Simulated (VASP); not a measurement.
**WS2: single point with r2SCAN**

Crystal: WS2.

```
W S
1.0
     1.50005    0.86605    6.47150
    -1.50005    0.86605    6.47150
     0.00000   -1.73211    6.47150
W S
1 2
Direct
  0.00000 0.00000 0.00000
  0.75030 0.75030 0.75030
  0.58100 0.58100 0.58100
```

This cell differs from its parent crystal: strain -0.050 along x and y, +0.050 along z.

* Program: VASP 6.6.1
* Task: single point
* Functional: r2SCAN
* Potentials or basis: VASP PAW PBE potentials, release 64 (W_sv, S)
* Cutoff: 520 eV
* k mesh: 12 × 12 × 12
* Occupations: gaussian, width 0.05 eV
* Spin: no spin polarisation
* Dipole correction: no
* Further INCAR settings: ALGO = Normal; EDIFF = 1e-06; NBANDS = 20

```yaml
Pressure: 12.8 GPa
Largest_force: 0.749 eV/Å
Band_gap_on_the_k_mesh: 1.43 eV (least direct gap 2.38 eV)
```

Forces in eV/Å, atoms in the order of the input:
```
W    0.000  0.000 -0.685
S    0.000  0.000 -0.064
S    0.000  0.000  0.749
```

Stress tensor (GPa, compression positive):
```
20.53  0.00  0.00
 0.00 20.53  0.00
 0.00  0.00 -2.69
```

Levels at points of the mesh, in eV from the valence-band top:
```tsv
k point	band 10	band 11	band 12	band 13	band 14	band 15	band 16	band 17
(0.00, 0.00, 0.00)	-1.89	-1.41	-1.01	-1.01	3.49	3.49	3.66	3.66
(0.50, 0.00, 0.00)	-3.31	-2.62	-1.31	-0.71	3.47	4.05	4.69	4.98
(0.50, 0.50, 0.00)	-3.26	-3.15	-1.06	-0.86	3.72	4.02	4.35	5.36
(0.50, 0.50, 0.50)	-2.48	-0.99	-0.99	-0.10	3.45	3.45	3.68	3.68
```

Wall time 48 min on 1 thread of Intel(R) Xeon(R) Platinum 8175M CPU @ 2.50GHz (Skylake/Cascade Lake), with other jobs on the host, peak memory 0.5 GiB.

Caveat: the cell differs from its parent crystal (strain -0.050 along x and y, +0.050 along z); the stress differs along the axes, from -3 to 21 GPa; the PAW data sets were made with another functional, which shifts forces and pressure a little; spin-orbit coupling is left out, which moves the levels of the heavy elements. A k mesh can miss the band edges.
